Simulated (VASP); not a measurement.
# KSi2Sb3 (P3m1) in VASP: a series of runs, part 2 of 2

VASP 6.6.1.

## (3) Relaxation of cell and atoms, PBEsol

This run uses another cell than the first one, of 29.47 Å³/atom.

The input, INCAR:

```
SYSTEM = KSi2Sb3
PREC = Accurate ; ENCUT = 600
EDIFF = 1E-6 ; ISMEAR = -1
SIGMA = 0.03 ; LREAL = .False.
LASPH = .True. ; NELM = 80
ALGO = Normal ; ISIF = 3
LWAVE = .False. ; LCHARG = .False.
GGA = PS ; IBRION = 2
NSW = 100 ; EDIFFG = -0.01
```

The input, KPOINTS:

```
Automatic mesh
0
Gamma
  6 6 2
  0 0 0
```

The input, POSCAR:

```
KSi2Sb3
1.0
    4.3795415800      0.0000000000      0.0000000000
   -2.1897707900      3.7927942600      0.0000000000
    0.0000000000      0.0000000000     10.6433051100
K Si Sb
1 2 3
Direct
    0.3333333300      0.6666666700      0.6641085800
    0.0000000000      0.0000000000      0.9968616400
    0.6666666700      0.3333333300      0.3376419600
    0.0000000000      0.0000000000      0.2503703200
    0.6666666700      0.3333333300      0.5920876800
    0.3333333300      0.6666666700      0.9089298200
```

Potentials or basis: VASP PAW PBE potentials, release 64 (K_sv, Si, Sb).

Command:

```
$ cat potpaw_PBE.64/K_sv/POTCAR potpaw_PBE.64/Si/POTCAR potpaw_PBE.64/Sb/POTCAR > POTCAR
$ mpirun -np 1 vasp_std > vasp.out
```

OUTCAR:

```text
SYSTEM = KSi2Sb3
   PREC = Accurate
   ENCUT = 600
   EDIFF = 1E-6
   ISMEAR = -1
   LREAL = .False.
   LASPH = .True.
   NELM = 80
   ISIF = 3
   GGA = PS
   IBRION = 2
   NSW = 100
   EDIFFG = -0.01

 ion  position               nearest neighbor table
   1  0.333  0.667  0.664-   6 2.61   5 2.64   5 2.64   5 2.64
   2  0.000  0.000  0.997-   6 2.70   6 2.70   6 2.70   4 2.70
   3  0.667  0.333  0.338-   4 2.69   4 2.69   4 2.69   5 2.71
   4  0.000  0.000  0.250-   3 2.69   3 2.69   3 2.69   2 2.70
   5  0.667  0.333  0.592-   1 2.64   1 2.64   1 2.64   3 2.71
   6  0.333  0.667  0.909-   1 2.61   2 2.70   2 2.70   2 2.70

  LATTYP: Found a hexagonal cell.
 ALAT       =     4.3795415800
 C/A-ratio  =     2.4302326889

  Lattice vectors:

 A1 = (   4.3795415800,   0.0000000000,   0.0000000000)
 A2 = (  -2.1897707900,   3.7927942600,   0.0000000000)
 A3 = (   0.0000000000,   0.0000000000,  10.6433051100)

Analysis of symmetry for initial positions (statically):
=====================================================================
 Subroutine PRICEL returns:
 Original cell was already a primitive cell.

 Routine SETGRP: Setting up the symmetry group for a
 hexagonal supercell.

 Subroutine GETGRP returns: Found  6 space group operations
 (whereof  6 operations were pure point group operations)
 out of a pool of 24 trial point group operations.

The static configuration has the point symmetry C_3v.

Analysis of symmetry for dynamics (positions and initial velocities):
=====================================================================
 Subroutine PRICEL returns:
 Original cell was already a primitive cell.

 Routine SETGRP: Setting up the symmetry group for a
 hexagonal supercell.

 Subroutine GETGRP returns: Found  6 space group operations
 (whereof  6 operations were pure point group operations)
 out of a pool of 24 trial point group operations.

The dynamic configuration has the point symmetry C_3v.

 Subroutine INISYM returns: Found  6 space group operations
 (whereof  6 operations are pure point group operations),
 and found     1 'primitive' translations

----------------------------------------------------------------------------------------

                                     Primitive cell

  volume of cell :     176.7927

  direct lattice vectors                    reciprocal lattice vectors
     4.379541580  0.000000000  0.000000000     0.228334400  0.131828928  0.000000000
    -2.189770790  3.792794260  0.000000000     0.000000000  0.263657855  0.000000000
     0.000000000  0.000000000 10.643305110     0.000000000  0.000000000  0.093955777

  length of vectors
     4.379541580  4.379541575 10.643305110     0.263657855  0.263657855  0.093955777

  position of ions in fractional coordinates (direct lattice)
     0.333333330  0.666666670  0.664108580
     0.000000000  0.000000000  0.996861640
     0.666666670  0.333333330  0.337641960
     0.000000000  0.000000000  0.250370320
     0.666666670  0.333333330  0.592087680
     0.333333330  0.666666670  0.908929820

  ion indices of the primitive-cell ions
   primitive index   ion index
                 1           1
                 2           2
                 3           3
                 4           4
                 5           5
                 6           6

----------------------------------------------------------------------------------------

 KPOINTS: Automatic mesh

Automatic generation of k-mesh.
 Grid dimensions read from file:
[... 26 lines left out ...]
  0.166667  0.166667  0.000000      6.000000
  0.333333  0.166667  0.000000     12.000000
  0.333333  0.333333  0.000000      2.000000
  0.000000  0.000000  0.500000      1.000000
  0.166667  0.000000  0.500000      6.000000
  0.333333  0.000000  0.500000      6.000000
  0.500000  0.000000  0.500000      3.000000
  0.166667  0.166667  0.500000      6.000000
  0.333333  0.166667  0.500000     12.000000
  0.333333  0.333333  0.500000      2.000000
   k-points           NKPTS =     14   k-points in BZ     NKDIM =     14   number of bands    NBANDS=     20
   number of dos      NEDOS =    301   number of ions     NIONS =      6
   total plane-waves  NPLWV = 116640
   dimension x,y,z NGX =    36 NGY =   36 NGZ =   90
   dimension x,y,z NGXF=    72 NGYF=   72 NGZF=  180
   ions per type =               1   2   3
   NGX,Y,Z   is equivalent  to a cutoff of  13.67, 13.67, 14.06 a.u.
   NGXF,Y,Z  is equivalent  to a cutoff of  27.33, 27.33, 28.12 a.u.
 SYSTEM =  KSi2Sb3
   PREC   = accura    normal or accurate (medium, high low for compatibility)
   ISTART =      0    job   : 0-new  1-cont  2-samecut
   ICHARG =      2    charge: 1-file 2-atom 10-const
   ISPIN  =      1    spin polarized calculation?
   LNONCOLLINEAR =      F non collinear calculations
   LSORBIT =      F    spin-orbit coupling
   LASPH  =      T    aspherical Exc in radial PAW
   ENCUT  =  600.0 eV  44.10 Ry    6.64 a.u.   8.75  8.75 21.26*2*pi/ulx,y,z
   NELM   =     80;   NELMIN=  2; NELMDL= -5     # of ELM steps
   EDIFF  = 0.1E-05   stopping-criterion for ELM
   LREAL  =      F    real-space projection
   EDIFFG = -.1E-01   stopping-criterion for IOM
   NSW    =    100    number of steps for IOM
   IBRION =      2    ionic relax: 0-MD 1-quasi-New 2-CG
   NFREE  =      1    steps in history (QN), initial steepest desc. (CG)
   ISIF   =      3    stress and relaxation
   ISYM   =      2    0-nonsym 1-usesym 2-fastsym
   POTIM  = 0.5000    time-step for ionic-motion
   TEBEG  =    0.0;   TEEND  =   0.0 temperature during run
   PSTRESS=    0.0 pullay stress
   NELECT =      32.0000    total number of electrons
   NUPDOWN=      -1.0000    fix difference up-down
   EMIN   =  10.00;   EMAX   =-10.00  energy-range for DOS
   EFERMI =   0.00;   METHOD = LEGACY
   ISMEAR =    -1;   SIGMA  =   0.03  broadening in eV -4-tet -1-fermi 0-gaus
   EFERMI_NEDOS =   21; number of points for ismear=-14 and -15
   IALGO  =     38    algorithm
   IMIX   =      4    mixing-type and parameters
     AMIX     =   0.40;   BMIX     =  1.00
     AMIX_MAG =   1.60;   BMIX_MAG =  1.00
  volume/ion in A,a.u.               =      29.47       198.84
  Fermi-wavevector in a.u.,A,eV,Ry     =   0.926055  1.749990 11.668049  0.857577
  Thomas-Fermi vector in A             =   2.051976
   LORBIT       =      0    0 simple, 1 ext, 2 COOP (PROOUT), +10 PAW based schemes
   GGA     = PS    functional components
   LHFCALC =     F    Hartree Fock is set to
   AEXX    =    0.0000 exact exchange contribution
   IVDW    =     0    specifies the selected vdW correction
   LEPSILON=     F    determine dielectric tensor
   LRPA    =     F    only Hartree local field effects (RPA)
 conjugate gradient relaxation of ions
 non-spin polarized calculation
  energy-cutoff  :      600.00
  volume of cell :      176.79
 maximum number of plane-waves:      5934
 NGX is ok and might be reduce to    36
   NGX = 17   NGY = 17   NGZ = 43

--------------------------------------- Ionic step        1  -------------------------------------------

 number of electron      31.9999999 magnetization

 Free energy of the ion-electron system (eV)
  ---------------------------------------------------
  ext. energy  EPLUGINS =         0.00000000
  ---------------------------------------------------
  free energy    TOTEN  =       -20.66935107 eV

  energy without entropy =      -20.64634325  energy(sigma->0) =      -20.65784716

 E-fermi :   4.8477     XC(G=0):  -8.9218

 val. band max:        4.8434262190   @ k =   0.3333   0.1667   0.0000
 cond. band min:       4.8801632317   @ k =   0.1667   0.1667   0.0000
 fundamental gap:      0.0367370126
 Fermi energy:         4.8477267472

 k-point     1 :       0.0000    0.0000    0.0000
  band No.  band energies     occupation
      1     -25.3435      2.00000
      2      -9.5205      2.00000
      3      -9.1423      2.00000
      4      -9.1423      2.00000
      5      -7.0731      2.00000
      6      -6.1506      2.00000
[... 424 lines left out ...]
  FREE ENERGIE OF THE ION-ELECTRON SYSTEM (eV)
  ---------------------------------------------------
  free  energy   TOTEN  =       -22.4143776223 eV

  energy  without entropy=      -22.3892788612  energy(sigma->0) =      -22.40182824

[... ionic steps 4 to 27 ...]

--------------------------------------- Ionic step       28  -------------------------------------------

 number of electron      32.0000000 magnetization

------------------------ aborting loop because EDIFF is reached ----------------------------------------
[... 75 lines left out ...]
--------------------------------------- Ionic step       30  -------------------------------------------

 number of electron      32.0000000 magnetization

 Free energy of the ion-electron system (eV)
  ---------------------------------------------------
  ext. energy  EPLUGINS =         0.00000000
  ---------------------------------------------------
  free energy    TOTEN  =       -24.74298061 eV

  energy without entropy =      -24.73544283  energy(sigma->0) =      -24.73921172

 E-fermi :   4.5619     XC(G=0):  -8.4414

 val. band max:        4.4976580120   @ k =   0.1667   0.1667   0.0000
 cond. band min:       4.6292366828   @ k =   0.3333   0.0000   0.5000
 fundamental gap:      0.1315786709
 Fermi energy:         4.5619431467

 k-point     1 :       0.0000    0.0000    0.0000
  band No.  band energies     occupation
      1     -27.0113      2.00000
      2     -10.5544      2.00000
      3     -10.5500      2.00000
      4     -10.5500      2.00000
      5      -8.1387      2.00000
      6      -7.3207      2.00000
[... 344 lines left out ...]
  FREE ENERGIE OF THE ION-ELECTRON SYSTEM (eV)
  ---------------------------------------------------
  free  energy   TOTEN  =       -24.7429806097 eV

  energy  without entropy=      -24.7354428281  energy(sigma->0) =      -24.73921172

 reached required accuracy - stopping structural energy minimisation
```

Run time: 20 min. Hardware: 1 thread of Intel Xeon Platinum 8259CL at 2.50GHz (Skylake/Cascade Lake), shared host; peak memory 0.4 GiB.

Results:

```yaml
Free_energy: -24.7430 eV
Relaxed_volume: 32.80 Å³/atom
Relaxed_cell: a = 4.159 Å, b = 4.159 Å, c = 13.141 Å, α = 90.00°, β = 90.00°, γ = 120.00°
Space_group_after_relaxing_to_0.1_Å: P3m1 (No. 156)
Energy_gained_by_relaxing: 678.9 meV/atom
Ionic_steps: 30
Pressure_after_relaxing: 0.0 GPa
Largest_force_after_relaxing: 0.003 eV/Å
Band_gap_on_the_k_mesh: zero (bands 16 and 17 overlap by 0.26 eV)
```

Forces in eV/Å, atoms in the order of the input:
```
K    0.000  0.000  0.002
Si   0.000  0.000 -0.003
Si   0.000  0.000 -0.003
Sb   0.000  0.000  0.001
Sb   0.000  0.000  0.001
Sb   0.000  0.000  0.003
```

Step by step:
| step | energy change (eV) | largest force (eV/Å) | pressure (GPa) | volume (Å³) |
| --- | --- | --- | --- | --- |
| 1 | 0.0000 | 3.6637 | 6.90 | 176.79 |
| 2 | -1.6286 | 2.8378 | -0.68 | 211.32 |
| 3 | -1.7450 | 2.4785 | -2.24 | 225.40 |
| 4 | -2.2027 | 1.5806 | -0.64 | 216.92 |
| 5 | -2.2154 | 2.2045 | -0.18 | 215.39 |
| 6 | -2.6042 | 2.2419 | 0.40 | 209.67 |
| 7 | -3.4012 | 2.2299 | 3.01 | 192.10 |
| 8 | -3.8088 | 1.1767 | 0.56 | 198.31 |
| 9 | -3.8279 | 1.1770 | 0.09 | 200.22 |
| 10 | -3.9516 | 0.7679 | -0.50 | 202.53 |
| 11 | -4.0090 | 0.4594 | -0.97 | 205.16 |
| 12 | -4.0097 | 0.4227 | -1.02 | 205.49 |
| 13 | -4.0431 | 0.2147 | -0.21 | 200.71 |
| 14 | -4.0458 | 0.2290 | 0.11 | 199.00 |
| 15 | -4.0560 | 0.2275 | 0.15 | 198.31 |
| 16 | -4.0577 | 0.2278 | 0.18 | 197.89 |
| 17 | -4.0640 | 0.1708 | -0.02 | 198.59 |
| 18 | -4.0668 | 0.1189 | -0.32 | 199.56 |
| 19 | -4.0704 | 0.1456 | -0.08 | 197.83 |
| 20 | -4.0704 | 0.1570 | -0.07 | 197.67 |
| 21 | -4.0721 | 0.0415 | 0.07 | 196.61 |
| 22 | -4.0722 | 0.0415 | 0.07 | 196.65 |
| 23 | -4.0728 | 0.0277 | 0.00 | 196.92 |
| 24 | -4.0728 | 0.0581 | -0.13 | 197.47 |
| 25 | -4.0731 | 0.0266 | -0.09 | 197.20 |
| 26 | -4.0734 | 0.0450 | 0.02 | 196.77 |
| 27 | -4.0734 | 0.0431 | 0.02 | 196.81 |
| 28 | -4.0736 | 0.0218 | 0.01 | 196.76 |
| 29 | -4.0736 | 0.0175 | 0.01 | 196.71 |
| 30 | -4.0736 | 0.0035 | -0.01 | 196.82 |

Final structure:
```yaml
crystal:
  lattice:
    - [4.15868, 0.00000, 0.00000]
    - [-2.07934, 3.60152, 0.00000]
    - [0.00000, 0.00000, 13.14106]
  atoms:
    - { symbol: K, position: [0.33333, 0.66667, 0.69007] }
    - { symbol: Si, position: [0.00000, 0.00000, 0.03811] }
    - { symbol: Si, position: [0.66667, 0.33333, 0.31935] }
    - { symbol: Sb, position: [0.00000, 0.00000, 0.23880] }
    - { symbol: Sb, position: [0.66667, 0.33333, 0.50707] }
    - { symbol: Sb, position: [0.33333, 0.66667, 0.95660] }
```

Levels at points of the mesh, in eV from the Fermi level:
```
           k point  band 12  band 13  band 14  band 15  band 16  band 17  band 18  band 19  band 20
(0.00, 0.00, 0.00)    -2.21    -1.72    -1.72    -0.89    -0.45     0.50     0.62     0.62     1.69
(0.50, 0.00, 0.00)    -3.67    -3.05    -2.67    -2.49    -0.30    -0.12     0.08     0.33     1.73
(0.00, 0.00, 0.50)    -2.30    -1.72    -1.72    -0.49    -0.34     0.63     0.63     0.66     1.68
(0.50, 0.00, 0.50)    -3.67    -3.04    -2.79    -2.27    -0.43    -0.12     0.07     0.41     1.62
```

Caveat: a cell axis changed by over 15 % at a fixed basis, so the end point is rough; the PAW data sets were made with another functional, which shifts forces and pressure a little; spin-orbit coupling is left out, which moves the levels of the heavy elements.
